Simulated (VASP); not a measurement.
# In3Se (Pm-3m) in VASP: a series of runs

The runs below take In3Se through single point, with LDA.

Program: VASP 6.6.1. These are calculated values, not measurements. Logs are shortened: lines on timing, memory, paths and dates and some standing lists are left out, and cuts for length are marked.

## (1) The cell of the first run

It takes space group Pm-3m (No. 221, cubic). The conventional cell has a = 4.867 Å, b = 4.867 Å, c = 4.867 Å, α = 90.00°, β = 90.00°, γ = 90.00°. In (site symmetry 4/mmm) has 8 In at 3.44 Å and 4 Se at 3.44 Å within 4.5 Å. Within 4.5 Å of Se (site symmetry m-3m) lie 12 In at 3.44 Å.

## (2) Single point, LDA

INCAR reads:

```
SYSTEM = In3Se
PREC     = Accurate       ! precision mode
ENCUT    = 520            ! plane-wave cutoff, eV
EDIFF    = 1E-6           ! SCF threshold, eV
ISMEAR   = -1             ! smearing method
SIGMA    = 0.05           ! smearing width, eV
LREAL    = .False.        ! projectors in reciprocal space
LASPH    = .True.         ! aspherical terms in the spheres
NELM     = 80             ! most SCF steps
ALGO     = Normal         ! electronic algorithm
ISIF     = 2              ! what is computed and relaxed
LWAVE    = .False.        ! write WAVECAR
LCHARG   = .False.        ! write CHGCAR
NBANDS   = 30             ! bands
```

KPOINTS reads:

```
regular mesh
0
Gamma
  6 6 6
  0 0 0
```

POSCAR reads:

```
In3Se
1.0
    4.8669725914      0.0000000000      0.0000000000
    0.0000000000      4.8669725914      0.0000000000
    0.0000000000      0.0000000000      4.8669725914
In Se
3 1
Direct
    0.5000000000      0.5000000000      0.0000000000
    0.5000000000      0.0000000000      0.5000000000
    0.0000000000      0.5000000000      0.5000000000
    0.0000000000      0.0000000000      0.0000000000
```

Potentials or basis: VASP PAW LDA potentials, release 64 (In_d, Se).

Run with:

```bash
cat potpaw_LDA.64/In_d/POTCAR potpaw_LDA.64/Se/POTCAR > POTCAR
mpirun -np 1 vasp_std > vasp.out
```

OUTCAR:

```text
SYSTEM = In3Se
   PREC = Accurate
   ENCUT = 520
   EDIFF = 1E-6
   ISMEAR = -1
   LREAL = .False.
   LASPH = .True.
   NELM = 80
   ISIF = 2

 ion  position               nearest neighbor table
   1  0.500  0.500  0.000-   2 3.44   3 3.44   2 3.44   3 3.44   2 3.44   2 3.44   3 3.44   3 3.44

   2  0.500  0.000  0.500-   1 3.44   3 3.44   1 3.44   1 3.44   3 3.44   1 3.44   3 3.44   3 3.44

   3  0.000  0.500  0.500-   1 3.44   2 3.44   1 3.44   2 3.44   1 3.44   2 3.44   1 3.44   2 3.44

   4  0.000  0.000  0.000-

  LATTYP: Found a simple cubic cell.
 ALAT       =     4.8669725914

  Lattice vectors:

 A1 = (   4.8669725914,   0.0000000000,   0.0000000000)
 A2 = (   0.0000000000,   4.8669725914,   0.0000000000)
 A3 = (   0.0000000000,   0.0000000000,   4.8669725914)

Analysis of symmetry for initial positions (statically):
=====================================================================
 Subroutine PRICEL returns:
 Original cell was already a primitive cell.

 Routine SETGRP: Setting up the symmetry group for a
 simple cubic supercell.

 Subroutine GETGRP returns: Found 48 space group operations
 (whereof 48 operations were pure point group operations)
 out of a pool of 48 trial point group operations.

The static configuration has the point symmetry O_h .

Analysis of symmetry for dynamics (positions and initial velocities):
=====================================================================
 Subroutine PRICEL returns:
 Original cell was already a primitive cell.

 Routine SETGRP: Setting up the symmetry group for a
 simple cubic supercell.

 Subroutine GETGRP returns: Found 48 space group operations
 (whereof 48 operations were pure point group operations)
 out of a pool of 48 trial point group operations.

The dynamic configuration has the point symmetry O_h .

 Subroutine INISYM returns: Found 48 space group operations
 (whereof 48 operations are pure point group operations),
 and found     1 'primitive' translations

----------------------------------------------------------------------------------------

                                     Primitive cell

  volume of cell :     115.2860

  direct lattice vectors                    reciprocal lattice vectors
     4.866972591  0.000000000  0.000000000     0.205466536  0.000000000  0.000000000
     0.000000000  4.866972591  0.000000000     0.000000000  0.205466536  0.000000000
     0.000000000  0.000000000  4.866972591     0.000000000  0.000000000  0.205466536

  length of vectors
     4.866972591  4.866972591  4.866972591     0.205466536  0.205466536  0.205466536

  position of ions in fractional coordinates (direct lattice)
     0.500000000  0.500000000  0.000000000
     0.500000000  0.000000000  0.500000000
     0.000000000  0.500000000  0.500000000
     0.000000000  0.000000000  0.000000000

  ion indices of the primitive-cell ions
   primitive index   ion index
                 1           1
                 2           2
                 3           3
                 4           4

----------------------------------------------------------------------------------------

 KPOINTS: regular mesh

Automatic generation of k-mesh.
 Grid dimensions read from file:
 generate k-points for:    6    6    6

 Generating k-lattice:

  Cartesian coordinates                     Fractional coordinates (reciprocal lattice)
     0.034244423  0.000000000  0.000000000     0.166666667  0.000000000  0.000000000
     0.000000000  0.034244423  0.000000000     0.000000000  0.166666667  0.000000000
     0.000000000  0.000000000  0.034244423     0.000000000  0.000000000  0.166666667

  Length of vectors
     0.034244423  0.034244423  0.034244423

  Shift w.r.t. Gamma in fractional coordinates (k-lattice)
     0.000000000  0.000000000  0.000000000

 Subroutine IBZKPT returns following result:
 ===========================================

 Found     20 irreducible k-points:

 Following reciprocal coordinates:
            Coordinates               Weight
  0.000000  0.000000  0.000000      1.000000
  0.166667  0.000000  0.000000      6.000000
  0.333333  0.000000  0.000000      6.000000
  0.500000  0.000000  0.000000      3.000000
  0.166667  0.166667  0.000000     12.000000
  0.333333  0.166667  0.000000     24.000000
[... 12 lines left out ...]
  0.500000  0.500000  0.333333      6.000000
  0.500000  0.500000  0.500000      1.000000
   k-points           NKPTS =     20   k-points in BZ     NKDIM =     20   number of bands    NBANDS=     30
   number of dos      NEDOS =    301   number of ions     NIONS =      4
   total plane-waves  NPLWV =  46656
   dimension x,y,z NGX =    36 NGY =   36 NGZ =   36
   dimension x,y,z NGXF=    72 NGYF=   72 NGZF=   72
   ions per type =               3   1
   NGX,Y,Z   is equivalent  to a cutoff of  12.30, 12.30, 12.30 a.u.
   NGXF,Y,Z  is equivalent  to a cutoff of  24.59, 24.59, 24.59 a.u.
 SYSTEM =  In3Se
   PREC   = accura    normal or accurate (medium, high low for compatibility)
   ISTART =      0    job   : 0-new  1-cont  2-samecut
   ICHARG =      2    charge: 1-file 2-atom 10-const
   ISPIN  =      1    spin polarized calculation?
   LNONCOLLINEAR =      F non collinear calculations
   LSORBIT =      F    spin-orbit coupling
   LASPH  =      T    aspherical Exc in radial PAW
   ENCUT  =  520.0 eV  38.22 Ry    6.18 a.u.   9.05  9.05  9.05*2*pi/ulx,y,z
   NELM   =     80;   NELMIN=  2; NELMDL= -5     # of ELM steps
   EDIFF  = 0.1E-05   stopping-criterion for ELM
   LREAL  =      F    real-space projection
   EDIFFG = 0.1E-04   stopping-criterion for IOM
   NSW    =      0    number of steps for IOM
   IBRION =     -1    ionic relax: 0-MD 1-quasi-New 2-CG
   NFREE  =      0    steps in history (QN), initial steepest desc. (CG)
   ISIF   =      2    stress and relaxation
   ISYM   =      2    0-nonsym 1-usesym 2-fastsym
   POTIM  = 0.5000    time-step for ionic-motion
   TEBEG  =    0.0;   TEEND  =   0.0 temperature during run
   PSTRESS=    0.0 pullay stress
   NELECT =      45.0000    total number of electrons
   NUPDOWN=      -1.0000    fix difference up-down
   EMIN   =  10.00;   EMAX   =-10.00  energy-range for DOS
   EFERMI =   0.00;   METHOD = LEGACY
   ISMEAR =    -1;   SIGMA  =   0.05  broadening in eV -4-tet -1-fermi 0-gaus
   EFERMI_NEDOS =   21; number of points for ismear=-14 and -15
   IALGO  =     38    algorithm
   IMIX   =      4    mixing-type and parameters
     AMIX     =   0.40;   BMIX     =  1.00
     AMIX_MAG =   1.60;   BMIX_MAG =  1.00
  volume/ion in A,a.u.               =      28.82       194.50
  Fermi-wavevector in a.u.,A,eV,Ry     =   1.196429  2.260922 19.475941  1.431441
  Thomas-Fermi vector in A             =   2.332369
   LORBIT       =      0    0 simple, 1 ext, 2 COOP (PROOUT), +10 PAW based schemes
   GGA     = CA    functional components
   LHFCALC =     F    Hartree Fock is set to
   AEXX    =    0.0000 exact exchange contribution
   IVDW    =     0    specifies the selected vdW correction
   LEPSILON=     F    determine dielectric tensor
   LRPA    =     F    only Hartree local field effects (RPA)
 non-spin polarized calculation
  energy-cutoff  :      520.00
  volume of cell :      115.29
 maximum number of plane-waves:      3136
   NGX = 19   NGY = 19   NGZ = 19

 number of electron      44.9999971 magnetization

 Free energy of the ion-electron system (eV)
  ---------------------------------------------------
  ext. energy  EPLUGINS =         0.00000000
  ---------------------------------------------------
  free energy    TOTEN  =       -13.90213740 eV

  energy without entropy =      -13.88954583  energy(sigma->0) =      -13.89584161

 E-fermi :   5.3673     XC(G=0):  -9.8420

 val. band max:        5.2569677636   @ k =   0.5000   0.0000   0.0000
 cond. band min:       5.4062529335   @ k =   0.5000   0.3333   0.1667
 fundamental gap:      0.1492851699
 Fermi energy:         5.3673089129

 k-point     1 :       0.0000    0.0000    0.0000
  band No.  band energies     occupation
      1      -9.3531      2.00000
      2      -9.3531      2.00000
      3      -9.3531      2.00000
      4      -9.3505      2.00000
      5      -9.2415      2.00000
      6      -9.2415      2.00000
[... 22 lines left out ...]
     29      10.5675      0.00000
     30      12.0313      0.00000

 k-point     2 :       0.1667    0.0000    0.0000
  band No.  band energies     occupation
      1      -9.3494      2.00000
      2      -9.3306      2.00000
      3      -9.3306      2.00000
      4      -9.3304      2.00000
      5      -9.2390      2.00000
      6      -9.2273      2.00000
[... 22 lines left out ...]
     29      11.2170      0.00000
     30      12.0551      0.00000

 k-point     3 :       0.3333    0.0000    0.0000
  band No.  band energies     occupation
      1      -9.3416      2.00000
      2      -9.2805      2.00000
      3      -9.2688      2.00000
      4      -9.2688      2.00000
      5      -9.2324      2.00000
      6      -9.1916      2.00000
[... 22 lines left out ...]
     29      10.8139      0.00000
     30      11.4777      0.00000

 k-point     4 :       0.5000    0.0000    0.0000
  band No.  band energies     occupation
      1      -9.3375      2.00000
      2      -9.2487      2.00000
      3      -9.2195      2.00000
      4      -9.1996      2.00000
      5      -9.1996      2.00000
      6      -9.1643      2.00000
[... 484 lines left out ...]
     29      11.8778      0.00000
     30      11.8834      0.00000

 k-point    19 :       0.5000    0.5000    0.3333
  band No.  band energies     occupation
      1      -9.3168      2.00000
      2      -9.2625      2.00000
      3      -9.2625      2.00000
      4      -9.2605      2.00000
      5      -9.2415      2.00000
      6      -9.2415      2.00000
[... 22 lines left out ...]
     29      12.0241      0.00000
     30      12.8013      0.00000

 k-point    20 :       0.5000    0.5000    0.5000
  band No.  band energies     occupation
      1      -9.3390      2.00000
      2      -9.2704      2.00000
      3      -9.2704      2.00000
      4      -9.2704      2.00000
      5      -9.2484      2.00000
      6      -9.2484      2.00000
[... 22 lines left out ...]
     29      13.0156      0.00000
     30      13.2114      0.00000

------------------------ aborting loop because EDIFF is reached ----------------------------------------

  FORCE on cell =-STRESS in cart. coord.  units (eV):
  Direction    XX          YY          ZZ          XY          YZ          ZX
  --------------------------------------------------------------------------------------
  -------------------------------------------------------------------------------------
  Total       -3.7016900     -3.7016900     -3.7016900     -0.0000000     -0.0000000     -0.0000000
  in kB      -51.4439050    -51.4439050    -51.4439050     -0.0000000     -0.0000000     -0.0000000
  external PRESSURE =     -51.4439050 kB  Pullay stress =       0.0000000 kB

 VOLUME and BASIS-vectors are now :
 -----------------------------------------------------------------------------
  energy-cutoff  :      520.00
  volume of cell :      115.29
      direct lattice vectors                 reciprocal lattice vectors
     4.866972591  0.000000000  0.000000000     0.205466536  0.000000000  0.000000000
     0.000000000  4.866972591  0.000000000     0.000000000  0.205466536  0.000000000
     0.000000000  0.000000000  4.866972591     0.000000000  0.000000000  0.205466536

 POSITION                                       TOTAL-FORCE (eV/Angst)
 -----------------------------------------------------------------------------------
      2.43349      2.43349      0.00000         0.000000      0.000000      0.000000
      2.43349      0.00000      2.43349         0.000000      0.000000      0.000000
      0.00000      2.43349      2.43349         0.000000      0.000000      0.000000
      0.00000      0.00000      0.00000         0.000000      0.000000      0.000000
 -----------------------------------------------------------------------------------
    total drift:                                0.000000      0.000000      0.000000

  FREE ENERGIE OF THE ION-ELECTRON SYSTEM (eV)
  ---------------------------------------------------
  free  energy   TOTEN  =       -13.9021373991 eV

  energy  without entropy=      -13.8895458261  energy(sigma->0) =      -13.89584161
```

Wall time 34 s (1 thread of Intel Xeon Platinum 8375C at 2.90GHz (Ice Lake), shared host); peak memory 0.2 GiB.

What came out:

```
Free energy            : -13.9021 eV
Pressure               : -5.1 GPa
Band gap on the k mesh : zero (an odd number of electrons rules out a gap without spin polarisation)
```

Caveat: the cell stands under tension; spin-orbit coupling is left out, which moves the levels of the heavy elements.

## (3) Single point, LDA

This run uses another cell than the first one, of 29.38 Å³/atom.

INCAR reads:

```
SYSTEM = In3Se
PREC     = Accurate       ! precision mode
ENCUT    = 520            ! plane-wave cutoff, eV
EDIFF    = 1E-7           ! SCF threshold, eV
ISMEAR   = -1             ! smearing method
SIGMA    = 0.05           ! smearing width, eV
LREAL    = .FALSE.        ! projectors in reciprocal space
LASPH    = .TRUE.         ! aspherical terms in the spheres
NELM     = 80             ! most SCF steps
ALGO     = Normal         ! electronic algorithm
ISIF     = 2              ! what is computed and relaxed
LWAVE    = .FALSE.        ! write WAVECAR
LCHARG   = .FALSE.        ! write CHGCAR
NBANDS   = 30             ! bands
```

KPOINTS reads:

```
regular mesh
0
G
  6 6 6
  0 0 0
```

POSCAR reads:

```
In3Se
1.0
    4.8979732526      0.0000000000      0.0000000000
    0.0000000000      4.8979732526      0.0000000000
    0.0000000000      0.0000000000      4.8979732526
In Se
3 1
Direct
    0.5000000000      0.5000000000      0.0000000000
    0.5000000000      0.0000000000      0.5000000000
    0.0000000000      0.5000000000      0.5000000000
    0.0000000000      0.0000000000      0.0000000000
```

Potentials or basis: VASP PAW LDA potentials, release 64 (In_d, Se).

Run with:

```bash
cat potpaw_LDA.64/In_d/POTCAR potpaw_LDA.64/Se/POTCAR > POTCAR
mpirun -np 1 vasp_std > vasp.out
```

It took 38 s on 1 thread of Intel Xeon Platinum 8375C at 2.90GHz (Ice Lake), shared host; peak memory 0.2 GiB.

Results (log left out):

| Item | Value |
| --- | --- |
| Free energy | -13.8290 eV |
| Pressure | -5.5 GPa |
| Band gap on the k mesh | zero (an odd number of electrons rules out a gap without spin polarisation) |

Levels at points of the mesh, in eV from the Fermi level:
```tsv
k point	band 19	band 20	band 21	band 22	band 23	band 24	band 25	band 26
(0.00, 0.00, 0.00)	-3.04	-3.04	-2.48	-2.48	1.04	1.04	1.04	3.91
(0.50, 0.00, 0.00)	-2.27	-2.27	-2.04	-1.00	-0.08	-0.08	1.41	3.36
(0.50, 0.50, 0.00)	-5.59	-1.81	-0.84	-0.83	-0.83	1.16	1.71	1.71
(0.50, 0.50, 0.50)	-4.43	-3.87	-3.87	-3.87	-3.00	2.75	2.75	2.75
```

Caveat: the cell stands under tension; spin-orbit coupling is left out, which moves the levels of the heavy elements.
